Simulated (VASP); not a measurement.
# Os (Fm-3m) in VASP: further runs

Os is run at these levels: PBE; tasks: single point.

All numbers are computed with VASP 6.6.1; they aren't measurements. Logs are shortened: lines on timing, memory, paths and dates and some standing lists are left out, and cuts for length are marked.

## (1) The cell of the first run

It takes space group Fm-3m (No. 225, cubic). The conventional cell has a = 3.392 Å, b = 3.392 Å, c = 3.392 Å, α = 90.00°, β = 90.00°, γ = 90.00°. Os (site symmetry m-3m) has 12 Os at 2.40 Å within 3.2 Å.

## (2) Single point, PBE (volume scaled by 0.68)

File INCAR:

```
PREC = Accurate
ENCUT = 520
EDIFF = 1E-7
ISMEAR = -1
SIGMA = 0.1
LREAL = F
LASPH = T
NELM = 80
ALGO = Normal
ISIF = 2
LWAVE = F
LCHARG = F
GGA = PE
NBANDS = 10
```

File KPOINTS:

```
Automatic mesh
0
Gamma
  17 17 17
```

File POSCAR:

```
Os
1.0
    0.0000000000      1.6959354110      1.6959354110
    1.6959354110      0.0000000000      1.6959354110
    1.6959354110      1.6959354110      0.0000000000
Os
1
Direct
    0.0000000000      0.0000000000      0.0000000000
```

Potentials or basis: VASP PAW PBE potentials, release 64 (Os).

On the command line:

```sh
$ cat potpaw_PBE.64/Os/POTCAR > POTCAR
$ mpirun -np 1 vasp_std > vasp.out
```

OUTCAR:

```text
PREC = Accurate
   ENCUT = 520
   EDIFF = 1E-7
   ISMEAR = -1
   LREAL = F
   LASPH = T
   NELM = 80
   ISIF = 2
   GGA = PE

 ion  position               nearest neighbor table
   1  0.000  0.000  0.000-

  LATTYP: Found a face centered cubic cell.
 ALAT       =     3.3918708220

  Lattice vectors:

 A1 = (   0.0000000000,   1.6959354110,   1.6959354110)
 A2 = (   1.6959354110,   0.0000000000,   1.6959354110)
 A3 = (   1.6959354110,   1.6959354110,   0.0000000000)

Analysis of symmetry for initial positions (statically):
=====================================================================
 Subroutine PRICEL returns:
 Original cell was already a primitive cell.

 Routine SETGRP: Setting up the symmetry group for a
 face centered cubic supercell.

 Subroutine GETGRP returns: Found 48 space group operations
 (whereof 48 operations were pure point group operations)
 out of a pool of 48 trial point group operations.

The static configuration has the point symmetry O_h .

Analysis of symmetry for dynamics (positions and initial velocities):
=====================================================================
 Subroutine PRICEL returns:
 Original cell was already a primitive cell.

 Routine SETGRP: Setting up the symmetry group for a
 face centered cubic supercell.

 Subroutine GETGRP returns: Found 48 space group operations
 (whereof 48 operations were pure point group operations)
 out of a pool of 48 trial point group operations.

The dynamic configuration has the point symmetry O_h .

 Subroutine INISYM returns: Found 48 space group operations
 (whereof 48 operations are pure point group operations),
 and found     1 'primitive' translations

----------------------------------------------------------------------------------------

                                     Primitive cell

  volume of cell :       9.7557

  direct lattice vectors                    reciprocal lattice vectors
     0.000000000  1.695935411  1.695935411    -0.294822549  0.294822549  0.294822549
     1.695935411  0.000000000  1.695935411     0.294822549 -0.294822549  0.294822549
     1.695935411  1.695935411  0.000000000     0.294822549  0.294822549 -0.294822549

  length of vectors
     2.398414859  2.398414859  2.398414859     0.510647633  0.510647633  0.510647633

  position of ions in fractional coordinates (direct lattice)
     0.000000000  0.000000000  0.000000000

  ion indices of the primitive-cell ions
   primitive index   ion index
                 1           1

----------------------------------------------------------------------------------------

 KPOINTS: Automatic mesh

Automatic generation of k-mesh.
 Grid dimensions read from file:
 generate k-points for:   17   17   17

 Generating k-lattice:

  Cartesian coordinates                     Fractional coordinates (reciprocal lattice)
    -0.017342503  0.017342503  0.017342503     0.058823529  0.000000000  0.000000000
     0.017342503 -0.017342503  0.017342503     0.000000000  0.058823529  0.000000000
     0.017342503  0.017342503 -0.017342503     0.000000000  0.000000000  0.058823529

  Length of vectors
     0.030038096  0.030038096  0.030038096

  Shift w.r.t. Gamma in fractional coordinates (k-lattice)
     0.000000000  0.000000000  0.000000000

 Subroutine IBZKPT returns following result:
 ===========================================

 Found    165 irreducible k-points:

 Following reciprocal coordinates:
            Coordinates               Weight
  0.000000  0.000000  0.000000      1.000000
  0.058824  0.000000  0.000000      8.000000
  0.117647  0.000000  0.000000      8.000000
  0.176471  0.000000  0.000000      8.000000
  0.235294  0.000000  0.000000      8.000000
  0.294118  0.000000  0.000000      8.000000
[... 16 lines left out ...]
 -0.176471  0.058824  0.000000     24.000000
 -0.117647  0.058824  0.000000     24.000000
 [... further k-points ...]
   k-points           NKPTS =    165   k-points in BZ     NKDIM =    165   number of bands    NBANDS=     10
   number of dos      NEDOS =    301   number of ions     NIONS =      1
   total plane-waves  NPLWV =   5832
   dimension x,y,z NGX =    18 NGY =   18 NGZ =   18
   dimension x,y,z NGXF=    36 NGYF=   36 NGZF=   36
   ions per type =               1
   NGX,Y,Z   is equivalent  to a cutoff of  12.48, 12.48, 12.48 a.u.
   NGXF,Y,Z  is equivalent  to a cutoff of  24.95, 24.95, 24.95 a.u.
 SYSTEM =  unknown system
   PREC   = accura    normal or accurate (medium, high low for compatibility)
   ISTART =      0    job   : 0-new  1-cont  2-samecut
   ICHARG =      2    charge: 1-file 2-atom 10-const
   ISPIN  =      1    spin polarized calculation?
   LNONCOLLINEAR =      F non collinear calculations
   LSORBIT =      F    spin-orbit coupling
   LASPH  =      T    aspherical Exc in radial PAW
   ENCUT  =  520.0 eV  38.22 Ry    6.18 a.u.   4.46  4.46  4.46*2*pi/ulx,y,z
   NELM   =     80;   NELMIN=  2; NELMDL= -5     # of ELM steps
   EDIFF  = 0.1E-06   stopping-criterion for ELM
   LREAL  =      F    real-space projection
   EDIFFG = 0.1E-05   stopping-criterion for IOM
   NSW    =      0    number of steps for IOM
   IBRION =     -1    ionic relax: 0-MD 1-quasi-New 2-CG
   NFREE  =      0    steps in history (QN), initial steepest desc. (CG)
   ISIF   =      2    stress and relaxation
   ISYM   =      2    0-nonsym 1-usesym 2-fastsym
   POTIM  = 0.5000    time-step for ionic-motion
   TEBEG  =    0.0;   TEEND  =   0.0 temperature during run
   PSTRESS=    0.0 pullay stress
   NELECT =       8.0000    total number of electrons
   NUPDOWN=      -1.0000    fix difference up-down
   EMIN   =  10.00;   EMAX   =-10.00  energy-range for DOS
   EFERMI =   0.00;   METHOD = LEGACY
   ISMEAR =    -1;   SIGMA  =   0.10  broadening in eV -4-tet -1-fermi 0-gaus
   EFERMI_NEDOS =   21; number of points for ismear=-14 and -15
   IALGO  =     38    algorithm
   IMIX   =      4    mixing-type and parameters
     AMIX     =   0.40;   BMIX     =  1.00
     AMIX_MAG =   1.60;   BMIX_MAG =  1.00
  volume/ion in A,a.u.               =       9.76        65.83
  Fermi-wavevector in a.u.,A,eV,Ry     =   1.532330  2.895683 31.946941  2.348034
  Thomas-Fermi vector in A             =   2.639551
   LORBIT       =      0    0 simple, 1 ext, 2 COOP (PROOUT), +10 PAW based schemes
   GGA     = PE    functional components
   LHFCALC =     F    Hartree Fock is set to
   AEXX    =    0.0000 exact exchange contribution
   IVDW    =     0    specifies the selected vdW correction
   LEPSILON=     F    determine dielectric tensor
   LRPA    =     F    only Hartree local field effects (RPA)
 non-spin polarized calculation
  energy-cutoff  :      520.00
  volume of cell :        9.76
 maximum number of plane-waves:       278
 NGX is ok and might be reduce to    18
   NGX =  9   NGY =  9   NGZ =  9

 number of electron       8.0000000 magnetization

 Free energy of the ion-electron system (eV)
  ---------------------------------------------------
  ext. energy  EPLUGINS =         0.00000000
  ---------------------------------------------------
  free energy    TOTEN  =        -7.30930286 eV

  energy without entropy =       -7.28845520  energy(sigma->0) =       -7.29887903

 E-fermi :  15.7899     XC(G=0): -16.2090

 val. band max:       15.7813379862   @ k =   0.4118   0.2941   0.0588
 cond. band min:      15.7987941432   @ k =   0.3529   0.2941   0.0588
 fundamental gap:      0.0174561570
 Fermi energy:        15.7898717535

 k-point     1 :       0.0000    0.0000    0.0000
  band No.  band energies     occupation
      1       1.6418      2.00000
      2      10.6634      2.00000
      3      10.6634      2.00000
      4      10.6634      2.00000
      5      15.9372      0.37297
      6      15.9372      0.37297
      7      29.2304      0.00000
      8      37.5116      0.00000
      9      37.5116      0.00000
     10      37.5116      0.00000

 k-point     2 :       0.0588    0.0000    0.0000
  band No.  band energies     occupation
      1       1.8979      2.00000
      2      10.4893      2.00000
      3      10.7857      2.00000
      4      10.7857      2.00000
      5      15.8154      0.87284
      6      15.8154      0.87284
      7      29.7309      0.00000
      8      36.4047      0.00000
      9      37.9889      0.00000
     10      37.9889      0.00000

 k-point     3 :       0.1176    0.0000    0.0000
  band No.  band energies     occupation
      1       2.6072      2.00000
      2      10.0863      2.00000
      3      11.0980      2.00000
      4      11.0980      2.00000
      5      15.5520      1.83036
      6      15.5520      1.83036
      7      31.0291      0.00000
      8      34.6404      0.00000
      9      39.3637      0.00000
     10      39.3637      0.00000

 k-point     4 :       0.1765    0.0000    0.0000
  band No.  band energies     occupation
      1       3.5597      2.00000
      2       9.7774      2.00000
      3      11.4104      2.00000
      4      11.4104      2.00000
      5      15.4397      1.94148
      6      15.4397      1.94148
      7      31.6261      0.00000
      8      34.4051      0.00000
      9      41.5017      0.00000
     10      41.5017      0.00000

 k-point     5 :       0.2353    0.0000    0.0000
  band No.  band energies     occupation
      1       4.3384      2.00000
      2      10.0441      2.00000
      3      11.4483      2.00000
      4      11.4483      2.00000
      5      15.8403      0.75325
      6      15.8403      0.75324
      7      30.4515      0.00000
      8      36.5771      0.00000
      9      44.2532      0.00000
     10      44.2532      0.00000

 k-point     6 :       0.2941    0.0000    0.0000
  band No.  band energies     occupation
      1       4.5835      2.00000
      2      11.1767      2.00000
      3      11.1767      2.00000
      4      11.2202      2.00000
      5      16.8128      0.00007
      6      16.8128      0.00007
      7      29.3082      0.00000
      8      38.2228      0.00000
      9      45.7237      0.00000
     10      47.4295      0.00000

 k-point     7 :       0.3529    0.0000    0.0000
  band No.  band energies     occupation
      1       4.4475      2.00000
      2      10.8017      2.00000
      3      10.8017      2.00000
      4      13.0192      2.00000
      5      18.0843      0.00000
      6      18.0843      0.00000
      7      28.5527      0.00000
      8      36.7345      0.00000
      9      44.5092      0.00000
     10      44.5092      0.00000

 k-point     8 :       0.4118    0.0000    0.0000
  band No.  band energies     occupation
      1       4.2322      2.00000
      2      10.4872      2.00000
      3      10.4872      2.00000
      4      14.8506      1.99983
      5      19.3036      0.00000
      6      19.3036      0.00000
      7      28.3449      0.00000
      8      33.8299      0.00000
      9      41.8183      0.00000
     10      41.8183      0.00000

 k-point     9 :       0.4706    0.0000    0.0000
  band No.  band energies     occupation
      1       4.0959      2.00000
      2      10.3141      2.00000
      3      10.3141      2.00000
      4      16.0557      0.13091
      5      20.0775      0.00000
      6      20.0775      0.00000
      7      28.7863      0.00000
      8      31.4286      0.00000
      9      40.3178      0.00000
     10      40.3178      0.00000
[... 118 lines left out ...]
 k-point    19 :      -0.4118    0.0588    0.0000
  band No.  band energies     occupation
      1       4.4062      2.00000
      2      10.1900      2.00000
      3      10.5666      2.00000
      4      14.7697      1.99993
      5      19.1141      0.00000
      6      20.7636      0.00000
      7      28.8721      0.00000
      8      32.6999      0.00000
      9      40.6426      0.00000
     10      41.9282      0.00000

 k-point    20 :      -0.3529    0.0588    0.0000
  band No.  band energies     occupation
      1       4.6112      2.00000
      2      10.5123      2.00000
      3      10.8139      2.00000
      4      13.1726      2.00000
      5      17.7683      0.00000
      6      19.7798      0.00000
      7      28.8937      0.00000
      8      35.5390      0.00000
      9      42.3133      0.00000
     10      44.6387      0.00000

 k-point    21 :      -0.2941    0.0588    0.0000
  band No.  band energies     occupation
      1       4.8069      2.00000
      2      10.8855      2.00000
      3      11.1828      2.00000
      4      11.4312      2.00000
      5      16.3561      0.00693
      6      18.4647      0.00000
      7      29.5007      0.00000
      8      38.0396      0.00000
      9      43.6498      0.00000
     10      45.8873      0.00000

 k-point    22 :      -0.2353    0.0588    0.0000
  band No.  band energies     occupation
      1       4.7245      2.00000
      2       9.9773      2.00000
      3      11.3765      2.00000
      4      11.5411      2.00000
      5      15.2049      1.99426
      6      17.2132      0.00000
      7      30.5254      0.00000
      8      37.4326      0.00000
      9      43.5237      0.00000
     10      45.9191      0.00000

 k-point    23 :      -0.1765    0.0588    0.0000
  band No.  band energies     occupation
      1       4.0849      2.00000
      2       9.5022      2.00000
      3      11.5606      2.00000
      4      11.6144      2.00000
      5      14.6732      1.99997
      6      16.3424      0.00794
      7      31.7732      0.00000
      8      35.0937      0.00000
      9      41.1582      0.00000
     10      43.5947      0.00000

 k-point    24 :      -0.1176    0.0588    0.0000
  band No.  band energies     occupation
      1       3.1246      2.00000
      2       9.7290      2.00000
      3      11.3022      2.00000
      4      11.4131      2.00000
      5      14.8611      1.99981
      6      15.9858      0.24705
      7      31.9313      0.00000
      8      34.2229      0.00000
      9      39.1618      0.00000
     10      41.0367      0.00000

 [... further k-points ...]
[... 5 lines left out ...]
  --------------------------------------------------------------------------------------
  -------------------------------------------------------------------------------------
  Total       23.2653352     23.2653352     23.2653352      0.0000000     -0.0000000      0.0000000
  in kB     3820.8674820   3820.8674820   3820.8674820      0.0000000     -0.0000000      0.0000000
  external PRESSURE =    3820.8674820 kB  Pullay stress =       0.0000000 kB

 VOLUME and BASIS-vectors are now :
 -----------------------------------------------------------------------------
  energy-cutoff  :      520.00
  volume of cell :        9.76
      direct lattice vectors                 reciprocal lattice vectors
     0.000000000  1.695935411  1.695935411    -0.294822549  0.294822549  0.294822549
     1.695935411  0.000000000  1.695935411     0.294822549 -0.294822549  0.294822549
     1.695935411  1.695935411  0.000000000     0.294822549  0.294822549 -0.294822549

 POSITION                                       TOTAL-FORCE (eV/Angst)
 -----------------------------------------------------------------------------------
      0.00000      0.00000      0.00000         0.000000     -0.000000      0.000000
 -----------------------------------------------------------------------------------
    total drift:                                0.000000     -0.000000     -0.000000

  FREE ENERGIE OF THE ION-ELECTRON SYSTEM (eV)
  ---------------------------------------------------
  free  energy   TOTEN  =        -7.3093028602 eV

  energy  without entropy=       -7.2884551955  energy(sigma->0) =       -7.29887903
```

Wall time 30 s (1 thread of AMD EPYC 7R13, shared host); peak memory 0.1 GiB.

Results:

```yaml
Free_energy: -7.3093 eV
Pressure: 382.1 GPa
Band_gap_on_the_k_mesh: zero (band 4 reaches 20.14 eV, above the bottom of band 5 at 12.98 eV)
```

Levels at points of the mesh, in eV from the Fermi level:
| k point | band 1 | band 2 | band 3 | band 4 | band 5 | band 6 | band 7 | band 8 | band 9 |
| --- | --- | --- | --- | --- | --- | --- | --- | --- | --- |
| (0.00, 0.00, 0.00) | -14.15 | -5.13 | -5.13 | -5.13 | 0.15 | 0.15 | 13.44 | 21.72 | 21.72 |

Caveat: spin-orbit coupling is left out, which moves the levels of the heavy elements.

## (3) Single point, PBE (volume scaled by 0.68)

File INCAR:

```
SYSTEM = Os
  PREC = Accurate
  ENCUT = 520
  EDIFF = 1E-6
  ISMEAR = -1
  SIGMA = 0.1
  LREAL = .False.
  LASPH = .True.
  NELM = 100
  ALGO = Normal
  ISIF = 2
  LWAVE = .False.
  LCHARG = .True.
  GGA = PE
  LELF = .True.
  LVHAR = .True.
  NBANDS = 10
```

File KPOINTS:

```
Automatic mesh
0
Gamma
  17 17 17
  0 0 0
```

POSCAR is that of step 2.

Potentials or basis: VASP PAW PBE potentials, release 64 (Os).

On the command line:

```sh
$ cat potpaw_PBE.64/Os/POTCAR > POTCAR
$ mpirun -np 1 vasp_std > vasp.out
```

Run time: 32 s. Hardware: 1 thread of AMD EPYC 7R13, shared host; peak memory 0.1 GiB.

It converged, with:

```yaml
Free_energy: -7.3093 eV
Pressure: 382.1 GPa
Band_gap_on_the_k_mesh: zero (band 4 reaches 20.14 eV, above the bottom of band 5 at 12.98 eV)
```

Levels at points of the mesh, in eV from the Fermi level:
```
           k point  band 1  band 2  band 3  band 4  band 5  band 6  band 7  band 8  band 9
(0.00, 0.00, 0.00)  -14.15   -5.13   -5.13   -5.13    0.15    0.15   13.44   21.72   21.72
```

Caveat: spin-orbit coupling is left out, which moves the levels of the heavy elements.

[end of part 1 of 3]
